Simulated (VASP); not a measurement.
# ZnSe in VASP: single point with PBE+D3(BJ)

Aim: the single point of ZnSe with PBE+D3(BJ).

All numbers are computed with VASP 6.6.1; they aren't measurements. Logs are shortened: lines on timing, memory, paths and dates and some standing lists are left out, and cuts for length are marked.

## (1) The cell of the first run

The cell holds a slab with vacuum, 16 atoms: a = 7.997 Å, b = 5.655 Å, c = 21.998 Å, α = 90.00°, β = 90.00°, γ = 90.00°.

## (2) Single point, PBE+D3(BJ)

Input file INCAR:

```
SYSTEM = ZnSe
PREC = Accurate ; ENCUT = 520
EDIFF = 1E-6 ; ISMEAR = 0
SIGMA = 0.05 ; LREAL = Auto
LASPH = .TRUE. ; NELM = 100
ALGO = Normal ; ISIF = 2
LWAVE = .FALSE. ; LCHARG = .TRUE.
LDIPOL = .TRUE. ; IDIPOL = 3
DIPOL = 0.5 0.5 0.499 ; GGA = PE
IVDW = 12 ; LELF = .TRUE.
LVHAR = .TRUE. ; LVACPOTAV = .TRUE.
NBANDS = 86
```

Input file KPOINTS:

```
Automatic mesh
0
G
  2 3 1
  0 0 0
```

Input file POSCAR:

```
ZnSe
1.0
    7.9972834977      0.0000000000      0.0000000000
    0.0000000000      5.6549333923      0.0000000000
    0.0000000000      0.0000000000     21.9979626233
Zn Se
8 8
Direct
    0.2500000000      0.5000000000      0.3636700424
    0.7500000000      0.5000000000      0.3636700424
    0.5000000000      0.0000000000      0.4545566808
    0.0000000000      0.0000000000      0.4545566808
    0.7500000000      0.5049888883      0.5500002232
    0.2500000000      0.5049888883      0.5500002232
    0.0000000000     -0.0679506577      0.6162300020
    0.5000000000     -0.0679506577      0.6162300020
    0.5000000000      0.2500000000      0.3636700424
    0.0000000000      0.2500000000      0.3636700424
    0.7500000000      0.7500000000      0.4545566808
    0.2500000000      0.7500000000      0.4545566808
    0.0000000000      0.2536586316      0.5457332840
    0.5000000000      0.2536586316      0.5457332840
    0.2500000000      0.7281469225      0.6451148782
    0.7500000000      0.7281469225      0.6451148782
```

Potentials or basis: VASP PAW PBE potentials, release 64 (Zn, Se).

Started as:

```bash
$ cat potpaw_PBE.64/Zn/POTCAR potpaw_PBE.64/Se/POTCAR > POTCAR
$ mpirun -np 1 vasp_std > vasp.out
```

OUTCAR:

```text
SYSTEM = ZnSe
   PREC = Accurate
   ENCUT = 520
   EDIFF = 1E-6
   ISMEAR = 0
   LREAL = Auto
   LASPH = .TRUE.
   NELM = 100
   ISIF = 2
   GGA = PE
   IVDW = 12
 IVDW          = 12

 ion  position               nearest neighbor table
   1  0.250  0.500  0.364-   9 2.45  10 2.45  12 2.45
   2  0.750  0.500  0.364-   9 2.45  10 2.45  11 2.45
   3  0.500  0.000  0.455-  11 2.45  12 2.45   9 2.45  14 2.47
   4  0.000  0.000  0.455-  11 2.45  12 2.45  10 2.45  13 2.47
   5  0.750  0.505  0.550-  16 2.44  14 2.45  13 2.45  11 2.52
   6  0.250  0.505  0.550-  15 2.44  14 2.45  13 2.45  12 2.52
   7  0.000  0.932  0.616-  13 2.39  15 2.39  16 2.39
   8  0.500  0.932  0.616-  14 2.39  15 2.39  16 2.39
   9  0.500  0.250  0.364-   1 2.45   2 2.45   3 2.45
  10  0.000  0.250  0.364-   1 2.45   2 2.45   4 2.45
  11  0.750  0.750  0.455-   3 2.45   4 2.45   2 2.45   5 2.52
  12  0.250  0.750  0.455-   3 2.45   4 2.45   1 2.45   6 2.52
  13  0.000  0.254  0.546-   7 2.39   6 2.45   5 2.45   4 2.47
  14  0.500  0.254  0.546-   8 2.39   6 2.45   5 2.45   3 2.47
  15  0.250  0.728  0.645-   7 2.39   8 2.39   6 2.44
  16  0.750  0.728  0.645-   7 2.39   8 2.39   5 2.44

  LATTYP: Found a simple orthorhombic cell.
 ALAT       =     5.6549333923
 B/A-ratio  =     1.4142135624
 C/A-ratio  =     3.8900480514

  Lattice vectors:

 A1 = (   0.0000000000,  -5.6549333923,   0.0000000000)
 A2 = (   7.9972834977,   0.0000000000,   0.0000000000)
 A3 = (   0.0000000000,   0.0000000000,  21.9979626233)

Analysis of symmetry for initial positions (statically):
=====================================================================
 Subroutine PRICEL returns following result:

  LATTYP: Found a simple orthorhombic cell.
 ALAT       =     3.9986417488
 B/A-ratio  =     1.4142135624
 C/A-ratio  =     5.5013587125

  Lattice vectors:

 A1 = (   3.9986417488,   0.0000000000,   0.0000000000)
 A2 = (   0.0000000000,   5.6549333923,   0.0000000000)
 A3 = (   0.0000000000,   0.0000000000,  21.9979626233)

   2 primitive cells build up your supercell.

 Routine SETGRP: Setting up the symmetry group for a
 simple orthorhombic supercell.

 Subroutine GETGRP returns: Found  2 space group operations
 (whereof  2 operations were pure point group operations)
 out of a pool of  8 trial point group operations.

The static configuration has the point symmetry C_1h.

Analysis of symmetry for dynamics (positions and initial velocities):
=====================================================================
 Subroutine PRICEL returns following result:

  LATTYP: Found a simple orthorhombic cell.
 ALAT       =     3.9986417488
 B/A-ratio  =     1.4142135624
 C/A-ratio  =     5.5013587125

  Lattice vectors:

 A1 = (   3.9986417488,   0.0000000000,   0.0000000000)
 A2 = (   0.0000000000,   5.6549333923,   0.0000000000)
 A3 = (   0.0000000000,   0.0000000000,  21.9979626233)

   2 primitive cells build up your supercell.

 Routine SETGRP: Setting up the symmetry group for a
 simple orthorhombic supercell.

 Subroutine GETGRP returns: Found  2 space group operations
 (whereof  2 operations were pure point group operations)
 out of a pool of  8 trial point group operations.

The dynamic configuration has the point symmetry C_1h.

 Subroutine INISYM returns: Found  2 space group operations
 (whereof  2 operations are pure point group operations),
 and found     2 'primitive' translations

----------------------------------------------------------------------------------------

                                     Primitive cell

  volume of cell :     497.4191

  direct lattice vectors                    reciprocal lattice vectors
     3.998641749  0.000000000  0.000000000     0.250084920  0.000000000  0.000000000
     0.000000000  5.654933392  0.000000000     0.000000000  0.176836742  0.000000000
     0.000000000  0.000000000 21.997962623     0.000000000  0.000000000  0.045458755

  length of vectors
     3.998641749  5.654933392 21.997962623     0.250084920  0.176836742  0.045458755

  position of ions in fractional coordinates (direct lattice)
     0.500000000  0.500000000  0.363670042
     0.000000000  0.000000000  0.454556681
     0.500000000  0.504988888  0.550000223
     0.000000000  0.932049342  0.616230002
     0.000000000  0.250000000  0.363670042
     0.500000000  0.750000000  0.454556681
     0.000000000  0.253658632  0.545733284
     0.500000000  0.728146923  0.645114878

  ion indices of the primitive-cell ions
   primitive index   ion index
                 1           1
                 2           3
                 3           6
                 4           7
                 5           9
                 6          12
                 7          13
                 8          15

----------------------------------------------------------------------------------------

 KPOINTS: Automatic mesh

Automatic generation of k-mesh.
 Grid dimensions read from file:
 generate k-points for:    2    3    1

 Generating k-lattice:

  Cartesian coordinates                     Fractional coordinates (reciprocal lattice)
     0.062521230  0.000000000  0.000000000     0.500000000  0.000000000  0.000000000
     0.000000000  0.058945581  0.000000000     0.000000000  0.333333333  0.000000000
     0.000000000  0.000000000  0.045458755     0.000000000  0.000000000  1.000000000

  Length of vectors
     0.062521230  0.058945581  0.045458755

  Shift w.r.t. Gamma in fractional coordinates (k-lattice)
     0.000000000  0.000000000  0.000000000

 Subroutine IBZKPT returns following result:
 ===========================================

 Found      4 irreducible k-points:

 Following reciprocal coordinates:
            Coordinates               Weight
  0.000000  0.000000  0.000000      1.000000
  0.500000  0.000000  0.000000      1.000000
  0.000000  0.333333  0.000000      2.000000
  0.500000  0.333333  0.000000      2.000000
   k-points           NKPTS =      4   k-points in BZ     NKDIM =      4   number of bands    NBANDS=     86
   number of dos      NEDOS =    301   number of ions     NIONS =     16
   total plane-waves  NPLWV = 423360
   dimension x,y,z NGX =    60 NGY =   42 NGZ =  168
   dimension x,y,z NGXF=   120 NGYF=   84 NGZF=  336
   ions per type =               8   8
   NGX,Y,Z   is equivalent  to a cutoff of  12.47, 12.35, 12.70 a.u.
   NGXF,Y,Z  is equivalent  to a cutoff of  24.95, 24.69, 25.39 a.u.
 SYSTEM =  ZnSe
   PREC   = accura    normal or accurate (medium, high low for compatibility)
   ISTART =      0    job   : 0-new  1-cont  2-samecut
   ICHARG =      2    charge: 1-file 2-atom 10-const
   ISPIN  =      1    spin polarized calculation?
   LNONCOLLINEAR =      F non collinear calculations
   LSORBIT =      F    spin-orbit coupling
   LASPH  =      T    aspherical Exc in radial PAW
   ENCUT  =  520.0 eV  38.22 Ry    6.18 a.u.  14.87 10.51 40.90*2*pi/ulx,y,z
   NELM   =    100;   NELMIN=  2; NELMDL= -5     # of ELM steps
   EDIFF  = 0.1E-05   stopping-criterion for ELM
   LREAL  =      T    real-space projection
   EDIFFG = 0.1E-04   stopping-criterion for IOM
   NSW    =      0    number of steps for IOM
   IBRION =     -1    ionic relax: 0-MD 1-quasi-New 2-CG
   NFREE  =      0    steps in history (QN), initial steepest desc. (CG)
   ISIF   =      2    stress and relaxation
   ISYM   =      2    0-nonsym 1-usesym 2-fastsym
   POTIM  = 0.5000    time-step for ionic-motion
   TEBEG  =    0.0;   TEEND  =   0.0 temperature during run
   PSTRESS=    0.0 pullay stress
   NELECT =     144.0000    total number of electrons
   NUPDOWN=      -1.0000    fix difference up-down
   EMIN   =  10.00;   EMAX   =-10.00  energy-range for DOS
   EFERMI =   0.00;   METHOD = LEGACY
   ISMEAR =     0;   SIGMA  =   0.05  broadening in eV -4-tet -1-fermi 0-gaus
   EFERMI_NEDOS =   21; number of points for ismear=-14 and -15
   IALGO  =     38    algorithm
   IMIX   =      4    mixing-type and parameters
     AMIX     =   0.40;   BMIX     =  1.00
     AMIX_MAG =   1.60;   BMIX_MAG =  1.00
  volume/ion in A,a.u.               =      62.18       419.59
  Fermi-wavevector in a.u.,A,eV,Ry     =   0.859564  1.624340 10.052666  0.738850
  Thomas-Fermi vector in A             =   1.976938
   LORBIT       =      0    0 simple, 1 ext, 2 COOP (PROOUT), +10 PAW based schemes
   GGA     = PE    functional components
   LHFCALC =     F    Hartree Fock is set to
   AEXX    =    0.0000 exact exchange contribution
   IVDW    =    12    specifies the selected vdW correction
   LEPSILON=     F    determine dielectric tensor
   LRPA    =     F    only Hartree local field effects (RPA)
 non-spin polarized calculation
 Gauss-broadening in eV      SIGMA  =   0.05
  energy-cutoff  :      520.00
  volume of cell :      994.84
 maximum number of plane-waves:     26853
 NGX is ok and might be reduce to    60
   NGX = 29   NGY = 21   NGZ = 81

 dipolmoment           0.000000      0.000000     -0.000004 electrons x Angstroem

 number of electron     144.0000096 magnetization

 dipolmoment           0.000000      0.000000      0.090502 electrons x Angstroem

 Free energy of the ion-electron system (eV)
  ---------------------------------------------------
  ext. energy  EPLUGINS =         0.00000000
  ---------------------------------------------------
  free energy    TOTEN  =       -45.36533145 eV

  energy without entropy =      -45.36533145  energy(sigma->0) =      -45.36533145

 E-fermi :  -2.5815     XC(G=0):  -4.0353

 val. band max:       -2.8362134088   @ k =   0.0000   0.0000   0.0000
 cond. band min:      -1.4427545011   @ k =   0.0000   0.0000   0.0000
 fundamental gap:      1.3934589077
 Fermi energy:        -2.5815392285

 k-point     1 :       0.0000    0.0000    0.0000
  band No.  band energies     occupation
      1     -15.8836      2.00000
      2     -15.3421      2.00000
      3     -15.2660      2.00000
      4     -15.2005      2.00000
      5     -14.9097      2.00000
      6     -14.7285      2.00000
[... 337 lines left out ...]
     83       2.5861      0.00000
     84       2.5861      0.00000
 [bands above 84 left out]

------------------------ aborting loop because EDIFF is reached ----------------------------------------

 Edisp (eV)   -3.74821

 E8    (eV) :    -1.6273

  FORCE on cell =-STRESS in cart. coord.  units (eV):
  Direction    XX          YY          ZZ          XY          YZ          ZX
  --------------------------------------------------------------------------------------
  -------------------------------------------------------------------------------------
  Total      -1.39416    -2.44699     0.07850     0.00000     2.03260     0.00000
  in kB      -2.24529    -3.94086     0.12642     0.00000     3.27349     0.00000
  external pressure =       -2.02 kB  Pullay stress =        0.00 kB

 VOLUME and BASIS-vectors are now :
 -----------------------------------------------------------------------------
  energy-cutoff  :      520.00
  volume of cell :      994.84
      direct lattice vectors                 reciprocal lattice vectors
     7.997283498  0.000000000  0.000000000     0.125042460  0.000000000  0.000000000
     0.000000000  5.654933392  0.000000000     0.000000000  0.176836742  0.000000000
     0.000000000  0.000000000 21.997962623     0.000000000  0.000000000  0.045458755

 POSITION                                       TOTAL-FORCE (eV/Angst)
 -----------------------------------------------------------------------------------
      1.99932      2.82747      8.00000         0.000000     -0.950972      0.995731
      5.99796      2.82747      8.00000        -0.000000     -0.950972      0.995731
      3.99864      0.00000      9.99932         0.000000      0.281727     -0.010256
      0.00000      0.00000      9.99932         0.000000      0.281727     -0.010256
      5.99796      2.85568     12.09888        -0.000000     -0.011547     -0.007054
      1.99932      2.85568     12.09888        -0.000000     -0.011547     -0.007054
[... 8 lines left out ...]
      1.99932      4.11762     14.19121        -0.000000     -0.009660      0.031428
      5.99796      4.11762     14.19121        -0.000000     -0.009660      0.031428
 -----------------------------------------------------------------------------------
    total drift:                                0.000000     -0.000402     -0.002276

  FREE ENERGIE OF THE ION-ELECTRON SYSTEM (eV)
  ---------------------------------------------------
  free  energy   TOTEN  =       -49.1135432495 eV

  energy  without entropy=      -49.1135432495  energy(sigma->0) =      -49.11354325

 vacuum level on the upper side and lower side of the slab         2.731         2.369
```

It took 5.2 min on 1 thread of Intel Xeon 6975P-C (Granite Rapids), shared host; peak memory 0.9 GiB.

What came out:

| Property | Result |
| --- | --- |
| Free energy | -49.1135 eV |
| Largest force | 1.377 eV/Å |
| Band gap on the k mesh | 1.39 eV |
| Dispersion energy per atom | -0.234 eV |

Forces in eV/Å, atoms in the order of the input:
```
Zn   0.000 -0.951  0.996
Zn   0.000 -0.951  0.996
Zn   0.000  0.282 -0.010
Zn   0.000  0.282 -0.010
Zn   0.000 -0.012 -0.007
Zn   0.000 -0.012 -0.007
Zn   0.000 -0.005  0.009
Zn   0.000 -0.005  0.009
Se   0.000  0.430 -0.946
Se   0.000  0.430 -0.946
Se   0.000  0.237 -0.060
Se   0.000  0.237 -0.060
Se   0.000  0.029 -0.012
Se   0.000  0.029 -0.012
Se   0.000 -0.010  0.031
Se   0.000 -0.010  0.031
```
